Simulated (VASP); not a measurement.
Set up this calculation in VASP 6.6.1, as the native input.

```yaml
Task: single point
Functional: PBE
Potentials_or_basis: VASP PAW PBE potentials, release 64 (Pb_d, Te)
Cutoff: 520 eV
k_mesh: 11 × 11 × 11
Occupations: fermi-dirac, width 0.1 eV
Spin: no spin polarisation
Dipole_correction: no
Further_INCAR_settings: ALGO = Normal; EDIFF = 1e-06; NBANDS = 17
```

The structure of TePb (CsCl type) lies in POSCAR:

```
TePb
1.0
    3.7097295192      0.0000000000      0.0000000000
    0.0000000000      3.7097295192      0.0000000000
    0.0000000000      0.0000000000      3.7097295192
Pb Te
1 1
Direct
    0.0000000000      0.0000000000      0.0000000000
    0.5000000000      0.5000000000      0.5000000000
```

This cell differs from its parent crystal: volume scaled by 0.8.

The input as run:

INCAR

```
SYSTEM = TePb
  PREC = Accurate
  ENCUT = 520
  EDIFF = 1E-6
  ISMEAR = -1
  SIGMA = 0.1
  LREAL = .FALSE.
  LASPH = .TRUE.
  NELM = 100
  ALGO = Normal
  ISIF = 2
  LWAVE = .FALSE.
  LCHARG = .FALSE.
  GGA = PE
  NBANDS = 17
```

KPOINTS

```
regular mesh
0
G
  11 11 11
  0 0 0
```

Potentials or basis: VASP PAW PBE potentials, release 64 (Pb_d, Te).

Launch:

```console
$ cat potpaw_PBE.64/Pb_d/POTCAR potpaw_PBE.64/Te/POTCAR > POTCAR
$ mpirun -np 1 vasp_std > vasp.out
```

It gave:

```
Pressure               : 14.6 GPa
Band gap on the k mesh : zero (band 10 reaches 9.68 eV, above the bottom of band 11 at 7.74 eV)
```

Caveat: spin-orbit coupling is left out, which moves the levels of the heavy elements.

Run time: 17 s on 1 thread of AMD EPYC 9R45 96-Core Processor (Zen 5), with other jobs on the host, peak memory 0.16 GiB.
